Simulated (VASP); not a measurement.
# Al (Fm-3m) in VASP: further runs, part 2 of 2

VASP 6.6.1. Earlier steps stand in the parts before.

### Step 3. Single point, PBE

This run uses another cell than the first one, of 8.26 Å³/atom, 1.004 times its volume.

Contents of INCAR:

```
SYSTEM = Al
PREC     = Accurate       ! precision mode
ENCUT    = 520            ! plane-wave cutoff, eV
EDIFF    = 1E-6           ! SCF threshold, eV
ISMEAR   = -1             ! smearing method
SIGMA    = 0.08           ! smearing width, eV
LREAL    = .False.        ! projectors in reciprocal space
LASPH    = .True.         ! aspherical terms in the spheres
NELM     = 80             ! most SCF steps
ALGO     = Normal         ! electronic algorithm
ISIF     = 2              ! what is computed and relaxed
LWAVE    = .False.        ! write WAVECAR
LCHARG   = .True.         ! write CHGCAR
GGA      = PE             ! functional
LELF     = .True.         ! ELF
LVHAR    = .True.       
NBANDS   = 8              ! bands
```

Contents of KPOINTS:

```
regular mesh
0
Gamma
  20 20 20
  0 0 0
```

Contents of POSCAR:

```
Al
1.0
    0.0000000000      1.6044234775      1.6044234775
    1.6044234775      0.0000000000      1.6044234775
    1.6044234775      1.6044234775      0.0000000000
Al
1
Direct
    0.0000000000      0.0000000000      0.0000000000
```

Potentials or basis: VASP PAW PBE potentials, release 64 (Al).

Command:

```console
$ cat potpaw_PBE.64/Al/POTCAR > POTCAR
$ mpirun -np 1 vasp_std > vasp.out
```

OUTCAR:

```text
SYSTEM = Al
   PREC = Accurate
   ENCUT = 520
   EDIFF = 1E-6
   ISMEAR = -1
   LREAL = .False.
   LASPH = .True.
   NELM = 80
   ISIF = 2
   GGA = PE

 ion  position               nearest neighbor table
   1  0.000  0.000  0.000-

  LATTYP: Found a face centered cubic cell.
 ALAT       =     3.2088469550

  Lattice vectors:

 A1 = (   0.0000000000,   1.6044234775,   1.6044234775)
 A2 = (   1.6044234775,   0.0000000000,   1.6044234775)
 A3 = (   1.6044234775,   1.6044234775,   0.0000000000)

Analysis of symmetry for initial positions (statically):
=====================================================================
 Subroutine PRICEL returns:
 Original cell was already a primitive cell.

 Routine SETGRP: Setting up the symmetry group for a
 face centered cubic supercell.

 Subroutine GETGRP returns: Found 48 space group operations
 (whereof 48 operations were pure point group operations)
 out of a pool of 48 trial point group operations.

The static configuration has the point symmetry O_h .

Analysis of symmetry for dynamics (positions and initial velocities):
=====================================================================
 Subroutine PRICEL returns:
 Original cell was already a primitive cell.

 Routine SETGRP: Setting up the symmetry group for a
 face centered cubic supercell.

 Subroutine GETGRP returns: Found 48 space group operations
 (whereof 48 operations were pure point group operations)
 out of a pool of 48 trial point group operations.

The dynamic configuration has the point symmetry O_h .

 Subroutine INISYM returns: Found 48 space group operations
 (whereof 48 operations are pure point group operations),
 and found     1 'primitive' translations

----------------------------------------------------------------------------------------

                                     Primitive cell

  volume of cell :       8.2601

  direct lattice vectors                    reciprocal lattice vectors
     0.000000000  1.604423477  1.604423477    -0.311638422  0.311638422  0.311638422
     1.604423477  0.000000000  1.604423477     0.311638422 -0.311638422  0.311638422
     1.604423477  1.604423477  0.000000000     0.311638422  0.311638422 -0.311638422

  length of vectors
     2.268997442  2.268997442  2.268997442     0.539773580  0.539773580  0.539773580

  position of ions in fractional coordinates (direct lattice)
     0.000000000  0.000000000  0.000000000

  ion indices of the primitive-cell ions
   primitive index   ion index
                 1           1

----------------------------------------------------------------------------------------

 KPOINTS: regular mesh

Automatic generation of k-mesh.
 Grid dimensions read from file:
 generate k-points for:   20   20   20

 Generating k-lattice:

  Cartesian coordinates                     Fractional coordinates (reciprocal lattice)
    -0.015581921  0.015581921  0.015581921     0.050000000  0.000000000  0.000000000
     0.015581921 -0.015581921  0.015581921     0.000000000  0.050000000  0.000000000
     0.015581921  0.015581921 -0.015581921     0.000000000  0.000000000  0.050000000

  Length of vectors
     0.026988679  0.026988679  0.026988679

  Shift w.r.t. Gamma in fractional coordinates (k-lattice)
     0.000000000  0.000000000  0.000000000

 Subroutine IBZKPT returns following result:
 ===========================================

 Found    256 irreducible k-points:

 Following reciprocal coordinates:
            Coordinates               Weight
  0.000000  0.000000  0.000000      1.000000
  0.050000  0.000000  0.000000      8.000000
  0.100000  0.000000  0.000000      8.000000
  0.150000  0.000000  0.000000      8.000000
  0.200000  0.000000  0.000000      8.000000
  0.250000  0.000000  0.000000      8.000000
[... 16 lines left out ...]
 -0.400000  0.050000  0.000000     24.000000
 -0.350000  0.050000  0.000000     24.000000
 [... further k-points ...]
   k-points           NKPTS =    256   k-points in BZ     NKDIM =    256   number of bands    NBANDS=      8
   number of dos      NEDOS =    301   number of ions     NIONS =      1
   total plane-waves  NPLWV =   5832
   dimension x,y,z NGX =    18 NGY =   18 NGZ =   18
   dimension x,y,z NGXF=    36 NGYF=   36 NGZF=   36
   ions per type =               1
   NGX,Y,Z   is equivalent  to a cutoff of  13.19, 13.19, 13.19 a.u.
   NGXF,Y,Z  is equivalent  to a cutoff of  26.38, 26.38, 26.38 a.u.
 SYSTEM =  Al
   PREC   = accura    normal or accurate (medium, high low for compatibility)
   ISTART =      0    job   : 0-new  1-cont  2-samecut
   ICHARG =      2    charge: 1-file 2-atom 10-const
   ISPIN  =      1    spin polarized calculation?
   LNONCOLLINEAR =      F non collinear calculations
   LSORBIT =      F    spin-orbit coupling
   LASPH  =      T    aspherical Exc in radial PAW
   ENCUT  =  520.0 eV  38.22 Ry    6.18 a.u.   4.22  4.22  4.22*2*pi/ulx,y,z
   NELM   =     80;   NELMIN=  2; NELMDL= -5     # of ELM steps
   EDIFF  = 0.1E-05   stopping-criterion for ELM
   LREAL  =      F    real-space projection
   EDIFFG = 0.1E-04   stopping-criterion for IOM
   NSW    =      0    number of steps for IOM
   IBRION =     -1    ionic relax: 0-MD 1-quasi-New 2-CG
   NFREE  =      0    steps in history (QN), initial steepest desc. (CG)
   ISIF   =      2    stress and relaxation
   ISYM   =      2    0-nonsym 1-usesym 2-fastsym
   POTIM  = 0.5000    time-step for ionic-motion
   TEBEG  =    0.0;   TEEND  =   0.0 temperature during run
   PSTRESS=    0.0 pullay stress
   NELECT =       3.0000    total number of electrons
   NUPDOWN=      -1.0000    fix difference up-down
   EMIN   =  10.00;   EMAX   =-10.00  energy-range for DOS
   EFERMI =   0.00;   METHOD = LEGACY
   ISMEAR =    -1;   SIGMA  =   0.08  broadening in eV -4-tet -1-fermi 0-gaus
   EFERMI_NEDOS =   21; number of points for ismear=-14 and -15
   IALGO  =     38    algorithm
   IMIX   =      4    mixing-type and parameters
     AMIX     =   0.40;   BMIX     =  1.00
     AMIX_MAG =   1.60;   BMIX_MAG =  1.00
  volume/ion in A,a.u.               =       8.26        55.74
  Fermi-wavevector in a.u.,A,eV,Ry     =   1.168027  2.207251 18.562255  1.364287
  Thomas-Fermi vector in A             =   2.304519
   LORBIT       =      0    0 simple, 1 ext, 2 COOP (PROOUT), +10 PAW based schemes
   GGA     = PE    functional components
   LHFCALC =     F    Hartree Fock is set to
   AEXX    =    0.0000 exact exchange contribution
   IVDW    =     0    specifies the selected vdW correction
   LEPSILON=     F    determine dielectric tensor
   LRPA    =     F    only Hartree local field effects (RPA)
 non-spin polarized calculation
  energy-cutoff  :      520.00
  volume of cell :        8.26
 maximum number of plane-waves:       231
 NGX is ok and might be reduce to    18
   NGX =  9   NGY =  9   NGZ =  9

 number of electron       3.0000000 magnetization

 Free energy of the ion-electron system (eV)
  ---------------------------------------------------
  ext. energy  EPLUGINS =         0.00000000
  ---------------------------------------------------
  free energy    TOTEN  =        -0.44372708 eV

  energy without entropy =       -0.43887323  energy(sigma->0) =       -0.44130016

 E-fermi :  17.2055     XC(G=0): -13.0196

 val. band max:       17.1976403265   @ k =  -0.4000   0.4500   0.1500
 cond. band min:      17.2089188721   @ k =  -0.3500   0.4500   0.2000
 fundamental gap:      0.0112785457
 Fermi energy:        17.2054833590

 k-point     1 :       0.0000    0.0000    0.0000
  band No.  band energies     occupation
      1       0.7789      2.00000
      2      34.6562      0.00000
      3      34.6562      0.00000
      4      34.6562      0.00000
      5      39.9499      0.00000
      6      42.9532      0.00000
      7      42.9532      0.00000
      8      42.9532      0.00000

 k-point     2 :       0.0500    0.0000    0.0000
  band No.  band energies     occupation
      1       0.8862      2.00000
      2      33.2778      0.00000
      3      34.6046      0.00000
      4      34.6046      0.00000
      5      40.7613      0.00000
      6      42.9281      0.00000
      7      42.9281      0.00000
      8      43.2813      0.00000
[... 221 lines left out ...]
 k-point    23 :      -0.4000    0.0500    0.0000
  band No.  band energies     occupation
      1       7.8927      2.00000
      2      14.5669      2.00000
      3      31.1856      0.00000
      4      33.0047      0.00000
      5      38.6678      0.00000
      6      38.9142      0.00000
      7      39.7000      0.00000
      8      46.0708      0.00000

 k-point    24 :      -0.3500    0.0500    0.0000
  band No.  band energies     occupation
      1       6.3921      2.00000
      2      16.7514      1.99317
      3      31.2277      0.00000
      4      33.4869      0.00000
      5      38.8427      0.00000
      6      38.9596      0.00000
      7      40.0723      0.00000
      8      46.7092      0.00000

 [... further k-points ...]
[... 5 lines left out ...]
  --------------------------------------------------------------------------------------
  -------------------------------------------------------------------------------------
  Total       11.9259326     11.9259326     11.9259326     -0.0000000     -0.0000000      0.0000000
  in kB     2313.2145406   2313.2145406   2313.2145406     -0.0000000     -0.0000000      0.0000000
  external PRESSURE =    2313.2145406 kB  Pullay stress =       0.0000000 kB

 VOLUME and BASIS-vectors are now :
 -----------------------------------------------------------------------------
  energy-cutoff  :      520.00
  volume of cell :        8.26
      direct lattice vectors                 reciprocal lattice vectors
     0.000000000  1.604423477  1.604423477    -0.311638422  0.311638422  0.311638422
     1.604423477  0.000000000  1.604423477     0.311638422 -0.311638422  0.311638422
     1.604423477  1.604423477  0.000000000     0.311638422  0.311638422 -0.311638422

 POSITION                                       TOTAL-FORCE (eV/Angst)
 -----------------------------------------------------------------------------------
      0.00000      0.00000      0.00000         0.000000      0.000000      0.000000
 -----------------------------------------------------------------------------------
    total drift:                               -0.000000     -0.000000      0.000000

  FREE ENERGIE OF THE ION-ELECTRON SYSTEM (eV)
  ---------------------------------------------------
  free  energy   TOTEN  =        -0.4437270805 eV

  energy  without entropy=       -0.4388732347  energy(sigma->0) =       -0.44130016
```

Wall time 22 s (1 thread of AMD EPYC 7R13, shared host); peak memory 0.09 GiB.

What came out:

```yaml
Free_energy: -0.4437 eV
Pressure: 231.3 GPa
```

Levels at points of the mesh, in eV from the Fermi level:
```csv
k point,band 1,band 2,band 3,band 4,band 5,band 6
"(0.00, 0.00, 0.00)",-16.43,17.45,17.45,17.45,22.74,25.75
"(0.50, 0.00, 0.00)",-7.27,-5.28,15.45,15.45,20.77,21.69
"(0.50, 0.50, 0.00)",-4.12,-2.44,5.39,10.49,10.49,19.84
```

### Step 4. Single point, PBE

This run uses another cell than the first one, of 8.25 Å³/atom, 1.003 times its volume.

Contents of INCAR:

```
SYSTEM = Al
  PREC = Accurate
  ENCUT = 520
  EDIFF = 1E-6
  ISMEAR = -1
  SIGMA = 0.08
  LREAL = .FALSE.
  LASPH = .TRUE.
  NELM = 100
  ALGO = Normal
  ISIF = 2
  LWAVE = .FALSE.
  LCHARG = .TRUE.
  GGA = PE
  LELF = .TRUE.
  LVHAR = .TRUE.
  NBANDS = 8
```

Contents of KPOINTS:

```
regular mesh
0
G
  20 20 20
  0 0 0
```

Contents of POSCAR:

```
Al
1.0
    0.0000000000      1.6036196732      1.6036196732
    1.6036196732      0.0000000000      1.6036196732
    1.6036196732      1.6036196732      0.0000000000
Al
1
Direct
    0.0000000000      0.0000000000      0.0000000000
```

Potentials or basis: VASP PAW PBE potentials, release 64 (Al).

Command:

```console
$ cat potpaw_PBE.64/Al/POTCAR > POTCAR
$ mpirun -np 1 vasp_std > vasp.out
```

OUTCAR:

```text
SYSTEM = Al
   PREC = Accurate
   ENCUT = 520
   EDIFF = 1E-6
   ISMEAR = -1
   LREAL = .FALSE.
   LASPH = .TRUE.
   NELM = 100
   ISIF = 2
   GGA = PE

 ion  position               nearest neighbor table
   1  0.000  0.000  0.000-

  LATTYP: Found a face centered cubic cell.
 ALAT       =     3.2072393464

  Lattice vectors:

 A1 = (   0.0000000000,   1.6036196732,   1.6036196732)
 A2 = (   1.6036196732,   0.0000000000,   1.6036196732)
 A3 = (   1.6036196732,   1.6036196732,   0.0000000000)

Analysis of symmetry for initial positions (statically):
[... 435 lines left out ...]
      3      31.2640      0.00000
      4      33.5234      0.00000
      5      38.8946      0.00000
      6      39.0049      0.00000
      7      40.1222      0.00000
      8      46.7701      0.00000

 [... further k-points ...]
[... 5 lines left out ...]
  --------------------------------------------------------------------------------------
  -------------------------------------------------------------------------------------
  Total       11.9691287     11.9691287     11.9691287      0.0000000      0.0000000     -0.0000000
  in kB     2325.0858772   2325.0858772   2325.0858772      0.0000000      0.0000000     -0.0000000
  external PRESSURE =    2325.0858772 kB  Pullay stress =       0.0000000 kB

 VOLUME and BASIS-vectors are now :
 -----------------------------------------------------------------------------
  energy-cutoff  :      520.00
  volume of cell :        8.25
      direct lattice vectors                 reciprocal lattice vectors
     0.000000000  1.603619673  1.603619673    -0.311794628  0.311794628  0.311794628
     1.603619673  0.000000000  1.603619673     0.311794628 -0.311794628  0.311794628
     1.603619673  1.603619673  0.000000000     0.311794628  0.311794628 -0.311794628

 POSITION                                       TOTAL-FORCE (eV/Angst)
 -----------------------------------------------------------------------------------
      0.00000      0.00000      0.00000         0.000000      0.000000      0.000000
 -----------------------------------------------------------------------------------
    total drift:                                0.000000     -0.000000     -0.000000

  FREE ENERGIE OF THE ION-ELECTRON SYSTEM (eV)
  ---------------------------------------------------
  free  energy   TOTEN  =        -0.4257656387 eV

  energy  without entropy=       -0.4209121328  energy(sigma->0) =       -0.42333889
```

OSZICAR:

```text
N       E                     dE             d eps       ncg     rms          rms(c)
DAV:   1     0.163377076751E+01    0.16338E+01   -0.10928E+03  4168   0.222E+02
DAV:   2    -0.556215325054E+00   -0.21900E+01   -0.21114E+01  6464   0.257E+01
DAV:   3    -0.560118578183E+00   -0.39033E-02   -0.39022E-02  4976   0.125E+00
DAV:   4    -0.560123310266E+00   -0.47321E-05   -0.47348E-05  6912   0.347E-02
DAV:   5    -0.560123317721E+00   -0.74558E-08   -0.47012E-08  5056   0.390E-04    0.386E+00
DAV:   6    -0.476268823788E+00    0.83854E-01   -0.21650E-03  5592   0.328E-01    0.218E+00
DAV:   7    -0.425889592892E+00    0.50379E-01   -0.74246E-03  4728   0.584E-01    0.574E-01
DAV:   8    -0.426106476018E+00   -0.21688E-03   -0.13641E-04  6112   0.863E-02    0.254E-01
DAV:   9    -0.425766253771E+00    0.34022E-03   -0.59215E-05  4856   0.523E-02    0.146E-02
DAV:  10    -0.425765638701E+00    0.61507E-06   -0.17645E-07  6640   0.336E-03
   1 F= -.42576564E+00 E0= -.42333889E+00  d E =-.485351E-02
```

Wall time 26 s (1 thread of AMD EPYC 7R13, shared host); peak memory 0.09 GiB.

Results:

```yaml
Free_energy: -0.4258 eV
Pressure: 232.5 GPa
```

Levels at points of the mesh, in eV from the Fermi level:
```tsv
k point	band 1	band 2	band 3	band 4	band 5
(0.00, 0.00, 0.00)	-16.44	17.46	17.46	17.46	22.76
(0.50, 0.00, 0.00)	-7.28	-5.28	15.46	15.46	20.79
(0.50, 0.50, 0.00)	-4.12	-2.44	5.39	10.50	10.50
```

### Step 5. Single point, PBE

This run uses another cell than the first one, of 16.48 Å³/atom, 2.004 times its volume.

Contents of INCAR:

```
SYSTEM = Al
ALGO = Normal
EDIFF = 1E-6
ENCUT = 520
GGA = PE
ISIF = 2
ISMEAR = -1
LASPH = .TRUE.
LCHARG = .FALSE.
LREAL = .FALSE.
LWAVE = .FALSE.
NBANDS = 8
NELM = 100
PREC = Accurate
SIGMA = 0.08
```

Contents of KPOINTS:

```
k-points
0
G
  17 17 17
  0 0 0
```

Contents of POSCAR:

```
Al
1.0
    0.0000000000      2.0199666694      2.0199666694
    2.0199666694      0.0000000000      2.0199666694
    2.0199666694      2.0199666694      0.0000000000
Al
1
Direct
    0.0000000000      0.0000000000      0.0000000000
```

Command:

```console
$ cat potpaw_PBE.64/Al/POTCAR > POTCAR
$ mpirun -np 1 vasp_std > vasp.out
```

Run time: 33 s. Hardware: 1 thread of AMD EPYC 7R13, shared host; peak memory 0.11 GiB.

It converged, with:

| Item | Value |
| --- | --- |
| Free energy | -3.7526 eV |
| Pressure | 0.0 GPa |

Levels at points of the mesh, in eV from the Fermi level:
| k point | band 1 | band 2 | band 3 | band 4 | band 5 |
| --- | --- | --- | --- | --- | --- |
| (0.00, 0.00, 0.00) | -11.14 | 12.63 | 12.63 | 12.63 | 14.13 |

### Step 6. Summary

```csv
cell,k mesh,gap on the mesh (eV),pressure (GPa)
"a = 2.266 Å, angles 60.0°, 1 atom",20 × 20 × 20,none,234.7
"a = 2.269 Å, angles 60.0°, 1 atom",20 × 20 × 20,none,231.3
"a = 2.268 Å, angles 60.0°, 1 atom",20 × 20 × 20,none,232.5
"a = 2.857 Å, angles 60.0°, 1 atom",17 × 17 × 17,none,0.0
```

Alike in all rows: task single point; level PBE; potentials or basis VASP PAW PBE potentials, release 64 (Al); no spin polarisation; cutoff (eV) 520; smearing fermi-dirac 0.08 eV.

Total energies depend on the potentials used, so only differences within one code and one set of settings carry meaning.
